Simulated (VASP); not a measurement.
# Pb (P6_3/mmc) in VASP: further runs, part 2 of 2

VASP 6.6.1.

### 3 Relaxation of cell and atoms, PBEsol, target pressure 1e-06 GPa, at which the enthalpy is minimised

INCAR reads:

```
ALGO = Normal ; EDIFF = 1E-7
EDIFFG = -0.004 ; ENCUT = 500
GGA = PS ; GGA_COMPAT = False
IBRION = 2 ; ISIF = 3
ISMEAR = 0 ; LASPH = True
LCHARG = False ; LREAL = False
LWAVE = False ; NELM = 120
NELMIN = 4 ; NSW = 70
PREC = Accurate ; PSTRESS = 9.999999999999999e-06
SIGMA = 0.1
```

KPOINTS reads:

```
k-points
0
Gamma
  21 21 12
```

POSCAR reads:

```
Pb
1.0
    3.3929198914      0.0000000000      0.0000000000
   -1.6964599457      2.9383548190      0.0000000000
    0.0000000000      0.0000000000      5.6740606050
Pb
2
Direct
    0.3333333333      0.6666666667      0.2500000000
    0.6666666667      0.3333333333      0.7500000000
```

Potentials or basis: VASP PAW PBE potentials, release 64 (Pb_d).

The run is started by

```sh
$ cat potpaw_PBE.64/Pb_d/POTCAR > POTCAR
$ mpirun -np 1 vasp_std > vasp.out
```

OUTCAR:

```text
EDIFF = 1E-7
   EDIFFG = -0.004
   ENCUT = 500
   GGA = PS
   IBRION = 2
   ISIF = 3
   ISMEAR = 0
   LASPH = True
   LREAL = False
   NELM = 120
   NELMIN = 4
   NSW = 70
   PREC = Accurate
   PSTRESS = 9.999999999999999e-06

 ion  position               nearest neighbor table
   1  0.333  0.667  0.250-   2 3.45   2 3.45   2 3.45   2 3.45   2 3.45   2 3.45
   2  0.667  0.333  0.750-   1 3.45   1 3.45   1 3.45   1 3.45   1 3.45   1 3.45

  LATTYP: Found a hexagonal cell.
 ALAT       =     3.3929198914
 C/A-ratio  =     1.6723237762

  Lattice vectors:

 A1 = (   3.3929198914,   0.0000000000,   0.0000000000)
 A2 = (  -1.6964599457,   2.9383548190,   0.0000000000)
 A3 = (   0.0000000000,   0.0000000000,   5.6740606050)

Analysis of symmetry for initial positions (statically):
=====================================================================
 Subroutine PRICEL returns:
 Original cell was already a primitive cell.

 Routine SETGRP: Setting up the symmetry group for a
 hexagonal supercell.
[... 174 lines left out ...]

  FORCE on cell =-STRESS in cart. coord.  units (eV):
  Direction    XX          YY          ZZ          XY          YZ          ZX
  --------------------------------------------------------------------------------------
  -------------------------------------------------------------------------------------
  Total        1.0399178      1.0399178      1.0389362      0.0000000      0.0000000      0.0000000
  in kB       29.4535586     29.4535586     29.4257582      0.0000000      0.0000000      0.0000000
  external PRESSURE =      29.4442818 kB  Pullay stress =       0.0000100 kB
[... 253 lines left out ...]
--------------------------------------- Ionic step        8  -------------------------------------------

 number of electron      27.9999994 magnetization

 Free energy of the ion-electron system (eV)
  ---------------------------------------------------
  ext. energy  EPLUGINS =         0.00000000
  ---------------------------------------------------
  free energy    TOTEN  =        -7.97616172 eV

  energy without entropy =       -7.97083257  energy(sigma->0) =       -7.97349714

 E-fermi :   7.1869     XC(G=0): -10.4111

 val. band max:        7.1790255908   @ k =   0.2381   0.0476   0.1667
 cond. band min:       7.1953685717   @ k =   0.2381   0.0476   0.5000
 fundamental gap:      0.0163429809
 Fermi energy:         7.1868635701

 k-point     1 :       0.0000    0.0000    0.0000
  band No.  band energies     occupation
      1      -9.7791      2.00000
      2      -9.7559      2.00000
      3      -9.7273      2.00000
      4      -9.7273      2.00000
      5      -9.7068      2.00000
      6      -9.7068      2.00000
[... 481 lines left out ...]
      5      -9.6808      2.00000
      6      -9.6349      2.00000
[... 10 lines left out ...]
     17      12.9743      0.00000
     18      13.1172      0.00000

 [... further k-points ...]

------------------------ aborting loop because EDIFF is reached ----------------------------------------

  FORCE on cell =-STRESS in cart. coord.  units (eV):
  Direction    XX          YY          ZZ          XY          YZ          ZX
  --------------------------------------------------------------------------------------
  -------------------------------------------------------------------------------------
  Total       -0.0018222     -0.0018222      0.0021545     -0.0000000      0.0000000      0.0000000
  in kB       -0.0488304     -0.0488304      0.0577351     -0.0000000      0.0000000      0.0000000
  external PRESSURE =      -0.0133186 kB  Pullay stress =       0.0000100 kB
[... 21 lines left out ...]
  energy  without entropy=       -7.9708325661  energy(sigma->0) =       -7.97349714

  enthalpy is  TOTEN    =        -7.9761613492 eV   P V=        0.0000003732

 reached required accuracy - stopping structural energy minimisation
```

CONTCAR:

```text
Pb
   1.00000000000000
     3.4590038390733988    0.0000000000000000    0.0000000000000000
    -1.7295019195366994    2.9955851964699858   -0.0000000000000000
    -0.0000000000000000   -0.0000000000000000    5.7700193533379096
  Pb
     2
Direct
     0.3333333332999970    0.6666666667000030    0.2500000000000000
     0.6666666667000030    0.3333333332999970    0.7500000000000000

  0.00000000E+00  0.00000000E+00  0.00000000E+00
  0.00000000E+00  0.00000000E+00  0.00000000E+00
```

Run time: 12 min. Hardware: 1 thread of AMD EPYC 9R45 (Zen 5), shared host; peak memory 0.37 GiB.

What came out:

```yaml
Free_energy: -7.9762 eV
Relaxed_volume: 29.89 Å³/atom
Relaxed_cell: a = 3.459 Å, b = 3.459 Å, c = 5.770 Å, α = 90.00°, β = 90.00°, γ = 120.00°
Space_group_after_relaxing_to_0.05_Å: P6_3/mmc (No. 194)
Energy_change_on_relaxing_the_enthalpy_is_what_falls: -14.0 meV/atom
Ionic_steps: 8
Pressure_after_relaxing: 0.0 GPa
Band_gap_on_the_k_mesh: zero (band 14 reaches 13.17 eV, above the bottom of band 15 at 5.08 eV)
```

The path:
```
step  energy change (eV)  largest force (eV/Å)  pressure (GPa)  volume (Å³)
   1              0.0000                0.0000            2.94        56.57
   2             -0.0248                0.0000           -0.86        60.93
   3             -0.0279                0.0000            0.01        59.77
   4             -0.0279                0.0000           -0.05        59.83
   5             -0.0280                0.0000            0.01        59.76
   6             -0.0280                0.0000            0.02        59.74
   7             -0.0280                0.0000            0.02        59.76
   8             -0.0280                0.0000            0.00        59.79
```

Final structure:
```
Pb
1.0
     3.45900    0.00000    0.00000
    -1.72950    2.99559    0.00000
     0.00000    0.00000    5.77002
Pb
2
Direct
  0.33333 0.66667 0.25000
  0.66667 0.33333 0.75000
```

Caveat: the cell is relaxed towards a set pressure, so the enthalpy falls and the energy may rise; the PAW data sets were made with another functional, which shifts forces and pressure a little; spin-orbit coupling is left out, which moves the levels of the heavy elements.
